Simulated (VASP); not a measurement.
# TaN (Fm-3m) in VASP: a series of runs

The runs below take TaN through single point, with PBEsol.

Everything below comes from runs of VASP 6.6.1. Logs are shortened: lines on timing, memory, paths and dates and some standing lists are left out, and cuts for length are marked.

## 1. The cell of the first run

The structure is cubic, space group Fm-3m (No. 225). The conventional cell has a = 4.303 Å, b = 4.303 Å, c = 4.303 Å, α = 90.00°, β = 90.00°, γ = 90.00°. Within 2.8 Å of Ta (site symmetry m-3m) lie 6 N at 2.15 Å. N (site symmetry m-3m) has 6 Ta at 2.15 Å within 2.8 Å.

## 2. Single point, PBEsol

Contents of INCAR:

```
PREC = Accurate
ENCUT = 520
EDIFF = 1E-7
ISMEAR = -1
SIGMA = 0.05
LREAL = F
LASPH = T
NELM = 60
ALGO = Normal
ISIF = 2
LWAVE = F
LCHARG = T
GGA = PS
LELF = T
LVHAR = T
NBANDS = 15
```

Contents of KPOINTS:

```
Automatic mesh
0
Gamma
  10 10 10
```

Contents of POSCAR:

```
TaN
1.0
    0.0000000000      2.1513824823      2.1513824823
    2.1513824823      0.0000000000      2.1513824823
    2.1513824823      2.1513824823      0.0000000000
Ta N
1 1
Direct
    0.5000000000      0.5000000000      0.5000000000
    0.0000000000      0.0000000000      0.0000000000
```

Potentials or basis: VASP PAW PBE potentials, release 64 (Ta_pv, N).

On the command line:

```bash
cat potpaw_PBE.64/Ta_pv/POTCAR potpaw_PBE.64/N/POTCAR > POTCAR
mpirun -np 1 vasp_std > vasp.out
```

OUTCAR:

```text
PREC = Accurate
   ENCUT = 520
   EDIFF = 1E-7
   ISMEAR = -1
   LREAL = F
   LASPH = T
   NELM = 60
   ISIF = 2
   GGA = PS

 ion  position               nearest neighbor table
   1  0.500  0.500  0.500-   2 2.15   2 2.15   2 2.15   2 2.15   2 2.15   2 2.15
   2  0.000  0.000  0.000-   1 2.15   1 2.15   1 2.15   1 2.15   1 2.15   1 2.15

  LATTYP: Found a face centered cubic cell.
 ALAT       =     4.3027649646

  Lattice vectors:

 A1 = (   0.0000000000,   2.1513824823,   2.1513824823)
 A2 = (   2.1513824823,   0.0000000000,   2.1513824823)
 A3 = (   2.1513824823,   2.1513824823,   0.0000000000)

Analysis of symmetry for initial positions (statically):
=====================================================================
 Subroutine PRICEL returns:
 Original cell was already a primitive cell.

 Routine SETGRP: Setting up the symmetry group for a
 face centered cubic supercell.

 Subroutine GETGRP returns: Found 48 space group operations
 (whereof 48 operations were pure point group operations)
 out of a pool of 48 trial point group operations.

The static configuration has the point symmetry O_h .

Analysis of symmetry for dynamics (positions and initial velocities):
=====================================================================
 Subroutine PRICEL returns:
 Original cell was already a primitive cell.

 Routine SETGRP: Setting up the symmetry group for a
 face centered cubic supercell.

 Subroutine GETGRP returns: Found 48 space group operations
 (whereof 48 operations were pure point group operations)
 out of a pool of 48 trial point group operations.

The dynamic configuration has the point symmetry O_h .

 Subroutine INISYM returns: Found 48 space group operations
 (whereof 48 operations are pure point group operations),
 and found     1 'primitive' translations

----------------------------------------------------------------------------------------

                                     Primitive cell

  volume of cell :      19.9151

  direct lattice vectors                    reciprocal lattice vectors
     0.000000000  2.151382482  2.151382482    -0.232408697  0.232408697  0.232408697
     2.151382482  0.000000000  2.151382482     0.232408697 -0.232408697  0.232408697
     2.151382482  2.151382482  0.000000000     0.232408697  0.232408697 -0.232408697

  length of vectors
     3.042514284  3.042514284  3.042514284     0.402543672  0.402543672  0.402543672

  position of ions in fractional coordinates (direct lattice)
     0.500000000  0.500000000  0.500000000
     0.000000000  0.000000000  0.000000000

  ion indices of the primitive-cell ions
   primitive index   ion index
                 1           1
                 2           2

----------------------------------------------------------------------------------------

 KPOINTS: Automatic mesh

Automatic generation of k-mesh.
 Grid dimensions read from file:
 generate k-points for:   10   10   10

 Generating k-lattice:

  Cartesian coordinates                     Fractional coordinates (reciprocal lattice)
    -0.023240870  0.023240870  0.023240870     0.100000000  0.000000000  0.000000000
     0.023240870 -0.023240870  0.023240870     0.000000000  0.100000000  0.000000000
     0.023240870  0.023240870 -0.023240870     0.000000000  0.000000000  0.100000000

  Length of vectors
     0.040254367  0.040254367  0.040254367

  Shift w.r.t. Gamma in fractional coordinates (k-lattice)
     0.000000000  0.000000000  0.000000000

 Subroutine IBZKPT returns following result:
 ===========================================

 Found     47 irreducible k-points:

 Following reciprocal coordinates:
            Coordinates               Weight
  0.000000  0.000000  0.000000      1.000000
  0.100000  0.000000  0.000000      8.000000
  0.200000  0.000000  0.000000      8.000000
  0.300000  0.000000  0.000000      8.000000
  0.400000  0.000000  0.000000      8.000000
  0.500000  0.000000  0.000000      4.000000
[... 16 lines left out ...]
  0.300000  0.300000  0.000000      6.000000
  0.400000  0.300000  0.000000     24.000000
 [... further k-points ...]
   k-points           NKPTS =     47   k-points in BZ     NKDIM =     47   number of bands    NBANDS=     15
   number of dos      NEDOS =    301   number of ions     NIONS =      2
   total plane-waves  NPLWV =  13824
   dimension x,y,z NGX =    24 NGY =   24 NGZ =   24
   dimension x,y,z NGXF=    48 NGYF=   48 NGZF=   48
   ions per type =               1   1
   NGX,Y,Z   is equivalent  to a cutoff of  13.11, 13.11, 13.11 a.u.
   NGXF,Y,Z  is equivalent  to a cutoff of  26.23, 26.23, 26.23 a.u.
 SYSTEM =  unknown system
   PREC   = accura    normal or accurate (medium, high low for compatibility)
   ISTART =      0    job   : 0-new  1-cont  2-samecut
   ICHARG =      2    charge: 1-file 2-atom 10-const
   ISPIN  =      1    spin polarized calculation?
   LNONCOLLINEAR =      F non collinear calculations
   LSORBIT =      F    spin-orbit coupling
   LASPH  =      T    aspherical Exc in radial PAW
   ENCUT  =  520.0 eV  38.22 Ry    6.18 a.u.   5.66  5.66  5.66*2*pi/ulx,y,z
   NELM   =     60;   NELMIN=  2; NELMDL= -5     # of ELM steps
   EDIFF  = 0.1E-06   stopping-criterion for ELM
   LREAL  =      F    real-space projection
   EDIFFG = 0.1E-05   stopping-criterion for IOM
   NSW    =      0    number of steps for IOM
   IBRION =     -1    ionic relax: 0-MD 1-quasi-New 2-CG
   NFREE  =      0    steps in history (QN), initial steepest desc. (CG)
   ISIF   =      2    stress and relaxation
   ISYM   =      2    0-nonsym 1-usesym 2-fastsym
   POTIM  = 0.5000    time-step for ionic-motion
   TEBEG  =    0.0;   TEEND  =   0.0 temperature during run
   PSTRESS=    0.0 pullay stress
   NELECT =      16.0000    total number of electrons
   NUPDOWN=      -1.0000    fix difference up-down
   EMIN   =  10.00;   EMAX   =-10.00  energy-range for DOS
   EFERMI =   0.00;   METHOD = LEGACY
   ISMEAR =    -1;   SIGMA  =   0.05  broadening in eV -4-tet -1-fermi 0-gaus
   EFERMI_NEDOS =   21; number of points for ismear=-14 and -15
   IALGO  =     38    algorithm
   IMIX   =      4    mixing-type and parameters
     AMIX     =   0.40;   BMIX     =  1.00
     AMIX_MAG =   1.60;   BMIX_MAG =  1.00
  volume/ion in A,a.u.               =       9.96        67.20
  Fermi-wavevector in a.u.,A,eV,Ry     =   1.521904  2.875981 31.513694  2.316191
  Thomas-Fermi vector in A             =   2.630556
   LORBIT       =      0    0 simple, 1 ext, 2 COOP (PROOUT), +10 PAW based schemes
   GGA     = PS    functional components
   LHFCALC =     F    Hartree Fock is set to
   AEXX    =    0.0000 exact exchange contribution
   IVDW    =     0    specifies the selected vdW correction
   LEPSILON=     F    determine dielectric tensor
   LRPA    =     F    only Hartree local field effects (RPA)
 non-spin polarized calculation
  energy-cutoff  :      520.00
  volume of cell :       19.92
 maximum number of plane-waves:       548
   NGX = 11   NGY = 11   NGZ = 11

 number of electron      15.9999998 magnetization

 Free energy of the ion-electron system (eV)
  ---------------------------------------------------
  ext. energy  EPLUGINS =         0.00000000
  ---------------------------------------------------
  free energy    TOTEN  =       -23.15783101 eV

  energy without entropy =      -23.15228559  energy(sigma->0) =      -23.15505830

 E-fermi :  10.1571     XC(G=0): -13.9539

 val. band max:       10.0574497953   @ k =  -0.2000   0.2000   0.0000
 cond. band min:      10.1674284757   @ k =   0.0000   0.0000   0.0000
 fundamental gap:      0.1099786804
 Fermi energy:        10.1571462448

 k-point     1 :       0.0000    0.0000    0.0000
  band No.  band energies     occupation
      1     -25.4571      2.00000
      2     -25.4571      2.00000
      3     -25.4571      2.00000
      4      -9.2108      2.00000
      5       6.1652      2.00000
      6       6.1652      2.00000
      7       6.1652      2.00000
      8       7.8070      2.00000
      9       7.8070      2.00000
     10       7.8070      2.00000
     11      10.1674      0.89754
     12      10.1674      0.89754
     13      12.2714      0.00000
     14      19.5323      0.00000
     15      22.6321      0.00000

 k-point     2 :       0.1000    0.0000    0.0000
  band No.  band energies     occupation
      1     -25.5722      2.00000
      2     -25.4670      2.00000
      3     -25.4670      2.00000
      4      -8.9333      2.00000
      5       4.9895      2.00000
      6       5.3300      2.00000
      7       5.3300      2.00000
      8       8.2022      2.00000
      9       8.2022      2.00000
     10       8.3087      2.00000
     11      11.1909      0.00000
     12      11.1909      0.00000
     13      12.9578      0.00000
     14      20.3368      0.00000
     15      22.6316      0.00000

 k-point     3 :       0.2000    0.0000    0.0000
  band No.  band energies     occupation
      1     -25.8621      2.00000
      2     -25.4928      2.00000
      3     -25.4928      2.00000
      4      -8.1815      2.00000
      5       3.0664      2.00000
      6       4.0281      2.00000
      7       4.0281      2.00000
      8       8.9229      2.00000
      9       9.0910      2.00000
     10       9.0910      2.00000
     11      13.2692      0.00000
     12      13.2692      0.00000
     13      14.4095      0.00000
     14      22.2467      0.00000
     15      22.6320      0.00000
[... 343 lines left out ...]
 k-point    23 :       0.3000    0.3000    0.0000
  band No.  band energies     occupation
      1     -26.1106      2.00000
      2     -25.6954      2.00000
      3     -25.6954      2.00000
      4      -7.6319      2.00000
      5       1.5798      2.00000
      6       5.0561      2.00000
      7       5.0561      2.00000
      8       5.1253      2.00000
      9      11.5412      0.00000
     10      12.8127      0.00000
     11      12.8127      0.00000
     12      13.6256      0.00000
     13      19.1562      0.00000
     14      22.6034      0.00000
     15      24.1509      0.00000

 k-point    24 :       0.4000    0.3000    0.0000
  band No.  band energies     occupation
      1     -26.2384      2.00000
      2     -25.7665      2.00000
      3     -25.7329      2.00000
      4      -7.5104      2.00000
      5       1.8699      2.00000
      6       3.9069      2.00000
      7       4.7188      2.00000
      8       5.9890      2.00000
      9      12.5071      0.00000
     10      13.3822      0.00000
     11      13.4668      0.00000
     12      14.6419      0.00000
     13      19.2590      0.00000
     14      21.5421      0.00000
     15      22.6792      0.00000

 [... further k-points ...]
[... 5 lines left out ...]
  --------------------------------------------------------------------------------------
  -------------------------------------------------------------------------------------
  Total        2.6483140      2.6483140      2.6483140      0.0000000      0.0000000      0.0000000
  in kB      213.0576751    213.0576751    213.0576751      0.0000000      0.0000000      0.0000000
  external PRESSURE =     213.0576751 kB  Pullay stress =       0.0000000 kB

 VOLUME and BASIS-vectors are now :
 -----------------------------------------------------------------------------
  energy-cutoff  :      520.00
  volume of cell :       19.92
      direct lattice vectors                 reciprocal lattice vectors
     0.000000000  2.151382482  2.151382482    -0.232408697  0.232408697  0.232408697
     2.151382482  0.000000000  2.151382482     0.232408697 -0.232408697  0.232408697
     2.151382482  2.151382482  0.000000000     0.232408697  0.232408697 -0.232408697

 POSITION                                       TOTAL-FORCE (eV/Angst)
 -----------------------------------------------------------------------------------
      2.15138      2.15138      2.15138         0.000000     -0.000000      0.000000
      0.00000      0.00000      0.00000        -0.000000      0.000000     -0.000000
 -----------------------------------------------------------------------------------
    total drift:                                0.000000     -0.000000     -0.000000

  FREE ENERGIE OF THE ION-ELECTRON SYSTEM (eV)
  ---------------------------------------------------
  free  energy   TOTEN  =       -23.1578310116 eV

  energy  without entropy=      -23.1522855941  energy(sigma->0) =      -23.15505830
```

Run time: 12 s. Hardware: 1 thread of Intel Xeon Platinum 8488C (Sapphire Rapids), shared host; peak memory 0.15 GiB.

Results:

* Free energy: -23.1578 eV
* Pressure: 21.3 GPa
* Band gap on the k mesh: zero (bands 8 and 9 overlap by 4.44 eV)

Caveat: the cell stands under pressure; the PAW data sets were made with another functional, which shifts forces and pressure a little; spin-orbit coupling is left out, which moves the levels of the heavy elements.

(Continued in part 2 of 2.)
